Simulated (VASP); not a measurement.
The system is SiSn2.

```
CELL_PARAMETERS angstrom
3.26630 0.00000 0.00000
-1.63315 2.82870 0.00000
0.00000 0.00000 15.79015
ATOMIC_POSITIONS crystal
Si 0.66667 0.33333 0.75000
Si 0.33333 0.66667 0.25000
Sn 0.66667 0.33333 0.09885
Sn 0.66667 0.33333 0.40115
Sn 0.33333 0.66667 0.90115
Sn 0.33333 0.66667 0.59885
```

| Item | Value |
| --- | --- |
| Program | VASP 6.6.1 |
| Task | relaxation of cell and atoms |
| Functional | PBE |
| Potentials or basis | VASP PAW PBE potentials, release 64 (Si, Sn_d) |
| Cutoff | 600 eV |
| k mesh | 12 × 12 × 4 |
| Occupations | gaussian, width 0.1 eV |
| Spin | no spin polarisation |

At the start: pressure -0.5 GPa; volume 24.32 Å³/atom.

Problem. How do energy, volume and symmetry change on relaxing?

Solution. Over 8 steps the energy falls by 2.0 meV/atom and the volume is 23.99 Å³/atom (-1.4 %); space group P6_3/mmc (No. 194, to 0.05 Å).

Step by step:
```csv
step,energy change (eV),largest force (eV/Å),pressure (GPa),volume (Å³)
1,0.0000,0.0547,-0.48,145.89
2,-0.0057,0.0948,0.07,144.37
3,-0.0059,0.1035,0.17,144.05
4,-0.0083,0.0863,0.09,144.18
5,-0.0103,0.0565,-0.08,144.41
6,-0.0104,0.0498,-0.13,144.46
7,-0.0121,0.0090,-0.07,144.04
8,-0.0122,0.0030,-0.03,143.92
```

Final structure:
```xyz
6
Lattice="3.2691 0.0000 0.0000 -1.6345 2.8311 0.0000 0.0000 0.0000 15.5503" Properties=species:S:1:pos:R:3 pbc="T T T"
Si    1.6345    0.9437   11.6627
Si    0.0000    1.8874    3.8876
Sn    1.6345    0.9437    1.5046
Sn    1.6345    0.9437    6.2705
Sn    0.0000    1.8874   14.0457
Sn    0.0000    1.8874    9.2798
```
